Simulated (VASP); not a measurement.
KBr, 2 atoms in the cell. Symmetry: Fm-3m, No. 225, cubic system. The conventional cell has a = 6.600 Å, b = 6.600 Å, c = 6.600 Å, α = 90.00°, β = 90.00°, γ = 90.00°. Within 4.3 Å of Br (site symmetry m-3m) lie 6 K at 3.30 Å. Within 4.3 Å of K (site symmetry m-3m) lie 6 Br at 3.30 Å. 

```yaml
Program: VASP 6.6.1
Task: single point
Functional: b88 exchange, pbe correlation
Potentials_or_basis: VASP PAW PBE potentials, release 64 (Br, K_sv)
Cutoff: 500 eV
k_mesh: 7 × 7 × 7
Occupations: fermi-dirac, width 0.05 eV
Spin: no spin polarisation
Dipole_correction: no
Further_INCAR_settings: ALGO = Normal; EDIFF = 1e-06; NBANDS = 15
```

Potentials or basis: VASP PAW PBE potentials, release 64 (Br, K_sv).

The run is started by

```bash
$ cat potpaw_PBE.64/Br/POTCAR potpaw_PBE.64/K_sv/POTCAR > POTCAR
$ mpirun -np 1 vasp_std > vasp.out
```

Hardware: 1 thread of AMD EPYC 9R45 (Zen 5) (shared host).

Question: How long does it take, and how much memory?

Answer: Run time: 17 s on 1 thread of AMD EPYC 9R45 (Zen 5) (shared host), peak memory 0.18 GiB. Counts: scf iterations 13, k points 20.
